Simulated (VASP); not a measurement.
Write the native input for VASP 6.6.1 that does the following.

```yaml
Task: single point
Functional: LDA
Potentials_or_basis: VASP PAW LDA potentials, release 64 (La)
Cutoff: 520 eV
k_mesh: 15 × 15 × 15
Occupations: fermi-dirac, width 0.08 eV
Spin: no spin polarisation
Dipole_correction: no
Further_INCAR_settings: ALGO = Normal; EDIFF = 1e-06; NBANDS = 12
```

The structure of La lies in POSCAR:

```
La
1.0
   -1.8381089944      1.8381089944      1.8381089944
    1.8381089944     -1.8381089944      1.8381089944
    1.8381089944      1.8381089944     -1.8381089944
La
1
Direct
    0.0000000000      0.0000000000      0.0000000000
```

This cell differs from its parent crystal: volume scaled by 0.75.

The input as run:

INCAR

```
SYSTEM = La
PREC = Accurate
ENCUT = 520
EDIFF = 1E-6
ISMEAR = -1
SIGMA = 0.08
LREAL = .False.
LASPH = .True.
NELM = 80
ALGO = Normal
ISIF = 2
LWAVE = .False.
LCHARG = .False.
NBANDS = 12
```

KPOINTS

```
Automatic mesh
0
Gamma
  15 15 15
  0 0 0
```

Potentials or basis: VASP PAW LDA potentials, release 64 (La).

The run is started by

```bash
$ cat potpaw_LDA.64/La/POTCAR > POTCAR
$ mpirun -np 1 vasp_std > vasp.out
```

It gave:

```
Pressure : 12.4 GPa
```

Run time: 24 s on 1 thread of Intel Xeon 6975P-C (shared host), peak memory 0.17 GiB.
